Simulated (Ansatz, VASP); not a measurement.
## Cu: VASP beside Ansatz

The input INCAR:

```
ALGO = Fast ; EDIFF = 1E-6
ENCUT = 520 ; GGA = PS
ISIF = 2 ; ISMEAR = 0
LASPH = T ; LCHARG = T
LELF = T ; LREAL = F
LVHAR = T ; LWAVE = F
NBANDS = 12 ; NELM = 100
PREC = Accurate ; SIGMA = 0.15
```

KPOINTS

```
k-points
0
Gamma
  30 30 30
```

File POSCAR:

```
Cu
1.0
   -1.4654918376      1.4450917296      1.3816835750
    1.4246916216     -1.4450917296      1.3383308232
    1.4654918376      1.4450917296     -1.3816835750
Cu
1
Direct
    0.0000000000      0.0000000000      0.0000000000
```

Input for Ansatz:

```yaml
crystal:
  lattice:
    - [-1.4654918376, 1.4450917296, 1.381683575]
    - [1.4246916216, -1.4450917296, 1.3383308232]
    - [1.4654918376, 1.4450917296, -1.381683575]
  atoms:
    - { symbol: Cu, position: [0.0, 0.0, 0.0] }
basis:
  ecutwfc: 420
kpoints:
  mp_grid: { grid: [30, 30, 30] }
hamiltonian:
  xc: pbesol
scf:
  occupations: { method: gaussian, width: 0.15 }
output:
  forces: true
  stress: true
  eigenvalues: true
```

Change from the starting cell: strain -0.0300 x Voigt [0, 0, 0, 0, 1, 0], atoms carried along.

Alike in both runs: task single point; functional PBEsol; k mesh 30 × 30 × 30; occupations gaussian, width 0.15 eV; no spin polarisation.

|  | VASP | Ansatz |
| --- | --- | --- |
| version | VASP 6.6.1 | Ansatz 0.2.0 |
| potentials or method | VASP PAW PBE potentials, release 64 (Cu), cutoff 520 eV | scalar-relativistic, plane waves, PAW |
| valence electrons in the cell | 11 | 19 |

```csv
,VASP,Ansatz,Ansatz less VASP
gap on the k mesh at the Fermi level (eV),none,none,-
pressure (GPa),1.0,0.2,-0.87
"traceless stress, the component that is largest in VASP (GPa)",3.08,3.13,+0.049
```

VASP's potentials were made for PBE, not for PBEsol. A gap of «none» marks a metal or a gap that the smearing closes. The functional is the same, so the differences come from potentials, cutoffs and numerics. VASP's potentials hold 11 valence electrons a cell and Ansatz's 19, so a difference there can come from the potentials and not from the codes.
